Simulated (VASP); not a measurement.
# Ag (P1) in VASP: single point with PBE

Aim: the single point of Ag with PBE.

Everything below comes from runs of VASP 6.6.1. Logs are shortened: lines on timing, memory, paths and dates and some standing lists are left out, and cuts for length are marked.

## (1) The cell of the first run

The typed cell holds 4 atoms: a = 2.902 Å, b = 2.947 Å, c = 9.527 Å, α = 89.46°, β = 89.54°, γ = 120.76°.

## (2) Single point, PBE (atoms moved at random and the cell strained at random)

File INCAR:

```
SYSTEM = Ag
PREC = Accurate
ENCUT = 520
EDIFF = 1E-7
ISMEAR = 0
SIGMA = 0.15
LREAL = .False.
LASPH = .True.
NELM = 60
ALGO = Fast
ISIF = 2
LWAVE = .False.
LCHARG = .True.
GGA = PE
LELF = .True.
LVHAR = .True.
NBANDS = 30
```

File KPOINTS:

```
regular mesh
0
Gamma
  18 18 6
  0 0 0
```

File POSCAR:

```
Ag
1.0
    2.9022720494     -0.0323426906      0.0119463713
   -1.4791456163      2.5489330086      0.0138247475
    0.0389024052      0.0744439941      9.5268818221
Ag
4
Direct
    0.3329170099      0.6754238670      0.2581685398
    0.7057338750      0.3493153958      0.7472245591
   -0.0321192353     -0.0254659004     -0.0011433618
   -0.0065316496      0.0007266376      0.4957502628
```

Potentials or basis: VASP PAW PBE potentials, release 64 (Ag).

Launch:

```sh
$ cat potpaw_PBE.64/Ag/POTCAR > POTCAR
$ mpirun -np 1 vasp_std > vasp.out
```

OUTCAR:

```text
SYSTEM = Ag
   PREC = Accurate
   ENCUT = 520
   EDIFF = 1E-7
   ISMEAR = 0
   LREAL = .False.
   LASPH = .True.
   NELM = 60
   ISIF = 2
   GGA = PE

 ion  position               nearest neighbor table
   1  0.333  0.675  0.258-   4 2.81   4 2.82   4 2.83   3 2.92   3 2.99   3 3.06
   2  0.706  0.349  0.747-   4 2.89   4 2.90   3 2.90   3 2.90   3 3.00   4 3.00
   3  0.968  0.975  0.999-   2 2.90   2 2.90   1 2.92   1 2.99   2 3.00   1 3.06
   4  0.993  0.001  0.496-   1 2.81   1 2.82   1 2.83   2 2.89   2 2.90   2 3.00

  LATTYP: Found a triclinic cell.
 ALAT       =     2.8912246235
 B/A-ratio  =     1.0038918518
 C/A-ratio  =     3.2952306858
 COS(alpha) =     0.0081116814
 COS(beta)  =     0.0177244121
 COS(gamma) =     0.4825254241

  Lattice vectors:

 A1 = (  -1.4231264331,  -2.5165903180,  -0.0257711188)
 A2 = (  -2.9022720494,   0.0323426906,  -0.0119463713)
 A3 = (  -0.0389024052,  -0.0744439941,  -9.5268818221)

Analysis of symmetry for initial positions (statically):
=====================================================================
 Subroutine PRICEL returns:
 Original cell was already a primitive cell.

 Routine SETGRP: Setting up the symmetry group for a
 triclinic supercell.

 Subroutine GETGRP returns: Found  1 space group operations
 (whereof  1 operations were pure point group operations)
 out of a pool of  2 trial point group operations.

The static configuration has the point symmetry C_1 .

Analysis of symmetry for dynamics (positions and initial velocities):
=====================================================================
 Subroutine PRICEL returns:
 Original cell was already a primitive cell.

 Routine SETGRP: Setting up the symmetry group for a
 triclinic supercell.

 Subroutine GETGRP returns: Found  1 space group operations
 (whereof  1 operations were pure point group operations)
 out of a pool of  2 trial point group operations.

The dynamic configuration has the point symmetry C_1 .

 Subroutine INISYM returns: Found  1 space group operations
 (whereof  1 operations are pure point group operations),
 and found     1 'primitive' translations

----------------------------------------------------------------------------------------

                                     Primitive cell

  volume of cell :      70.0157

  direct lattice vectors                    reciprocal lattice vectors
     2.902272049 -0.032342691  0.011946371     0.346812896  0.201271707 -0.002988945
    -1.479145616  2.548933009  0.013824747     0.004413499  0.394899008 -0.003103802
     0.038902405  0.074443994  9.526881822    -0.000441296 -0.000825438  0.104974391

  length of vectors
     2.902476841  2.947053165  9.527252099     0.400996782  0.394935867  0.104978564

  position of ions in fractional coordinates (direct lattice)
     0.332917010  0.675423867  0.258168540
     0.705733875  0.349315396  0.747224559
     0.967880765  0.974534100  0.998856638
     0.993468350  0.000726638  0.495750263

  ion indices of the primitive-cell ions
   primitive index   ion index
                 1           1
                 2           2
                 3           3
                 4           4

----------------------------------------------------------------------------------------

 KPOINTS: regular mesh

Automatic generation of k-mesh.
 Grid dimensions read from file:
 generate k-points for:   18   18    6

 Generating k-lattice:

  Cartesian coordinates                     Fractional coordinates (reciprocal lattice)
     0.019267383  0.011181761 -0.000166052     0.055555556 -0.000000000  0.000000000
     0.000245194  0.021938834 -0.000172433     0.000000000  0.055555556 -0.000000000
    -0.000073549 -0.000137573  0.017495732     0.000000000 -0.000000000  0.166666667

  Length of vectors
     0.022277599  0.021940882  0.017496427

  Shift w.r.t. Gamma in fractional coordinates (k-lattice)
     0.000000000  0.000000000  0.000000000

 Subroutine IBZKPT returns following result:
 ===========================================

 Found    976 irreducible k-points:

 Following reciprocal coordinates:
            Coordinates               Weight
  0.000000  0.000000  0.000000      1.000000
  0.055556 -0.000000  0.000000      2.000000
  0.111111 -0.000000  0.000000      2.000000
  0.166667 -0.000000  0.000000      2.000000
  0.222222 -0.000000  0.000000      2.000000
  0.277778  0.000000  0.000000      2.000000
[... 16 lines left out ...]
 -0.333333  0.055556 -0.000000      2.000000
 -0.277778  0.055556 -0.000000      2.000000
 [... further k-points ...]
   k-points           NKPTS =    976   k-points in BZ     NKDIM =    976   number of bands    NBANDS=     30
   number of dos      NEDOS =    301   number of ions     NIONS =      4
   total plane-waves  NPLWV =  41472
   dimension x,y,z NGX =    24 NGY =   24 NGZ =   72
   dimension x,y,z NGXF=    48 NGYF=   48 NGZF=  144
   ions per type =               4
   NGX,Y,Z   is equivalent  to a cutoff of  13.75, 13.54, 12.56 a.u.
   NGXF,Y,Z  is equivalent  to a cutoff of  27.49, 27.08, 25.13 a.u.
 SYSTEM =  Ag
   PREC   = accura    normal or accurate (medium, high low for compatibility)
   ISTART =      0    job   : 0-new  1-cont  2-samecut
   ICHARG =      2    charge: 1-file 2-atom 10-const
   ISPIN  =      1    spin polarized calculation?
   LNONCOLLINEAR =      F non collinear calculations
   LSORBIT =      F    spin-orbit coupling
   LASPH  =      T    aspherical Exc in radial PAW
   ENCUT  =  520.0 eV  38.22 Ry    6.18 a.u.   5.40  5.48 17.71*2*pi/ulx,y,z
   NELM   =     60;   NELMIN=  2; NELMDL= -5     # of ELM steps
   EDIFF  = 0.1E-06   stopping-criterion for ELM
   LREAL  =      F    real-space projection
   EDIFFG = 0.1E-05   stopping-criterion for IOM
   NSW    =      0    number of steps for IOM
   IBRION =     -1    ionic relax: 0-MD 1-quasi-New 2-CG
   NFREE  =      0    steps in history (QN), initial steepest desc. (CG)
   ISIF   =      2    stress and relaxation
   ISYM   =      2    0-nonsym 1-usesym 2-fastsym
   POTIM  = 0.5000    time-step for ionic-motion
   TEBEG  =    0.0;   TEEND  =   0.0 temperature during run
   PSTRESS=    0.0 pullay stress
   NELECT =      44.0000    total number of electrons
   NUPDOWN=      -1.0000    fix difference up-down
   EMIN   =  10.00;   EMAX   =-10.00  energy-range for DOS
   EFERMI =   0.00;   METHOD = LEGACY
   ISMEAR =     0;   SIGMA  =   0.15  broadening in eV -4-tet -1-fermi 0-gaus
   EFERMI_NEDOS =   21; number of points for ismear=-14 and -15
   IALGO  =     68    algorithm
   IMIX   =      4    mixing-type and parameters
     AMIX     =   0.40;   BMIX     =  1.00
     AMIX_MAG =   1.60;   BMIX_MAG =  1.00
  volume/ion in A,a.u.               =      17.50       118.12
  Fermi-wavevector in a.u.,A,eV,Ry     =   1.402256  2.649879 26.753421  1.966321
  Thomas-Fermi vector in A             =   2.525036
   LORBIT       =      0    0 simple, 1 ext, 2 COOP (PROOUT), +10 PAW based schemes
   GGA     = PE    functional components
   LHFCALC =     F    Hartree Fock is set to
   AEXX    =    0.0000 exact exchange contribution
   IVDW    =     0    specifies the selected vdW correction
   LEPSILON=     F    determine dielectric tensor
   LRPA    =     F    only Hartree local field effects (RPA)
 non-spin polarized calculation
 RMM-DIIS sequential band-by-band and
 Gauss-broadening in eV      SIGMA  =   0.15
  energy-cutoff  :      520.00
  volume of cell :       70.02
 maximum number of plane-waves:      1927
 NGX is ok and might be reduce to    24
   NGX = 11   NGY = 11   NGZ = 35

 number of electron      43.9999999 magnetization

 Free energy of the ion-electron system (eV)
  ---------------------------------------------------
  ext. energy  EPLUGINS =         0.00000000
  ---------------------------------------------------
  free energy    TOTEN  =       -10.81702515 eV

  energy without entropy =      -10.80411033  energy(sigma->0) =      -10.81056774

 E-fermi :   8.0641     XC(G=0): -12.0501

 val. band max:        8.0631602883   @ k =  -0.3889   0.5000   0.3333
 cond. band min:       8.0683105760   @ k =  -0.4444  -0.0556   0.3333
 fundamental gap:      0.0051502877
 Fermi energy:         8.0641269571

 k-point     1 :       0.0000    0.0000    0.0000
  band No.  band energies     occupation
      1       0.4836      2.00000
      2       1.7757      2.00000
      3       1.8194      2.00000
      4       1.8975      2.00000
      5       3.2160      2.00000
      6       3.2602      2.00000
[... 22 lines left out ...]
     29      23.7451      0.00000
     30      24.5002      0.00000

 k-point     2 :       0.0556   -0.0000    0.0000
  band No.  band energies     occupation
      1       0.5699      2.00000
      2       1.8353      2.00000
      3       1.8942      2.00000
      4       1.9647      2.00000
      5       3.2554      2.00000
      6       3.2858      2.00000
[... 22 lines left out ...]
     29      23.7257      0.00000
     30      24.2806      0.00000

 k-point     3 :       0.1111   -0.0000    0.0000
  band No.  band energies     occupation
      1       0.8213      2.00000
      2       1.9904      2.00000
      3       2.1025      2.00000
      4       2.1597      2.00000
      5       3.1191      2.00000
      6       3.2772      2.00000
[... 22 lines left out ...]
     29      23.3969      0.00000
     30      23.4690      0.00000

 k-point     4 :       0.1667   -0.0000    0.0000
  band No.  band energies     occupation
      1       1.2085      2.00000
      2       2.1718      2.00000
      3       2.3791      2.00000
      4       2.4206      2.00000
      5       2.9029      2.00000
      6       3.0971      2.00000
[... 616 lines left out ...]
     29      18.5577      0.00000
     30      19.8938      0.00000

 k-point    23 :      -0.3333    0.0556   -0.0000
  band No.  band energies     occupation
      1       2.0390      2.00000
      2       2.1886      2.00000
      3       2.2658      2.00000
      4       2.5661      2.00000
      5       2.6939      2.00000
      6       2.8007      2.00000
[... 22 lines left out ...]
     29      19.2953      0.00000
     30      20.3904      0.00000

 k-point    24 :      -0.2778    0.0556   -0.0000
  band No.  band energies     occupation
      1       1.8918      2.00000
      2       2.2943      2.00000
      3       2.4589      2.00000
      4       2.5691      2.00000
      5       2.7824      2.00000
      6       2.9071      2.00000
[... 22 lines left out ...]
     29      20.0892      0.00000
     30      20.1680      0.00000

 [... further k-points ...]

------------------------ aborting loop because EDIFF is reached ----------------------------------------

  FORCE on cell =-STRESS in cart. coord.  units (eV):
  Direction    XX          YY          ZZ          XY          YZ          ZX
  --------------------------------------------------------------------------------------
  -------------------------------------------------------------------------------------
  Total        0.9959202      0.8601030      1.1004137      0.2109029     -0.1023138     -0.0471817
  in kB       22.7897505     19.6818316     25.1808873      4.8261145     -2.3412575     -1.0796637
  external PRESSURE =      22.5508231 kB  Pullay stress =       0.0000000 kB

 VOLUME and BASIS-vectors are now :
 -----------------------------------------------------------------------------
  energy-cutoff  :      520.00
  volume of cell :       70.02
      direct lattice vectors                 reciprocal lattice vectors
     2.902272049 -0.032342691  0.011946371     0.346812896  0.201271707 -0.002988945
    -1.479145616  2.548933009  0.013824747     0.004413499  0.394899008 -0.003103802
     0.038902405  0.074443994  9.526881822    -0.000441296 -0.000825438  0.104974391

 POSITION                                       TOTAL-FORCE (eV/Angst)
 -----------------------------------------------------------------------------------
     -0.02279      1.73006      2.47286        -0.048357     -0.030967     -0.599997
      1.56061      0.92318      7.13198        -0.070483     -0.042712      0.018274
      1.40643      2.52708      9.54102         0.071528      0.059210      0.144718
      2.90153      0.00663      4.73483         0.047312      0.014469      0.437005
 -----------------------------------------------------------------------------------
    total drift:                                0.000003     -0.000008      0.000012

  FREE ENERGIE OF THE ION-ELECTRON SYSTEM (eV)
  ---------------------------------------------------
  free  energy   TOTEN  =       -10.8170251524 eV

  energy  without entropy=      -10.8041103330  energy(sigma->0) =      -10.81056774
```

Run time: 38 min. Hardware: 1 thread of Oxide Virtual Turin-like, shared host; peak memory 1.3 GiB.

Results:

```yaml
Free_energy: -10.8170 eV
Pressure: 2.3 GPa
Largest_force: 0.603 eV/Å
Band_gap_on_the_k_mesh: zero (bands 22 and 23 overlap by 6.40 eV)
```

Forces in eV/Å, atoms in the order of the input:
```
Ag  -0.048 -0.031 -0.600
Ag  -0.070 -0.043  0.018
Ag   0.072  0.059  0.145
Ag   0.047  0.014  0.437
```

Stress tensor (GPa, compression positive):
```
 2.28  0.48 -0.11
 0.48  1.97 -0.23
-0.11 -0.23  2.52
```

Levels at points of the mesh, in eV from the Fermi level:
```csv
k point,band 19,band 20,band 21,band 22,band 23,band 24,band 25,band 26
"(0.00, 0.00, 0.00)",-3.53,-3.40,-3.34,-3.04,-2.97,-0.32,3.43,10.63
"(0.50, 0.00, 0.00)",-2.81,-2.79,-0.08,0.94,1.21,1.86,4.21,4.35
"(0.00, 0.50, 0.00)",-2.81,-2.76,-0.14,0.73,0.94,1.51,3.96,4.38
"(0.50, 0.50, 0.00)",-2.82,-2.77,-0.14,0.65,0.88,1.37,4.11,4.26
"(0.00, 0.00, 0.50)",-3.26,-3.23,-3.10,-3.06,-2.39,-2.38,6.10,6.51
"(0.50, 0.00, 0.50)",-2.83,-2.80,0.20,0.52,1.50,1.81,4.59,4.72
"(0.00, 0.50, 0.50)",-2.85,-2.82,0.15,0.34,1.23,1.44,4.33,4.86
"(0.50, 0.50, 0.50)",-2.85,-2.83,0.15,0.29,1.17,1.27,4.55,4.73
```

Caveat: the cell differs from its parent crystal (atoms moved at random and the cell strained at random).
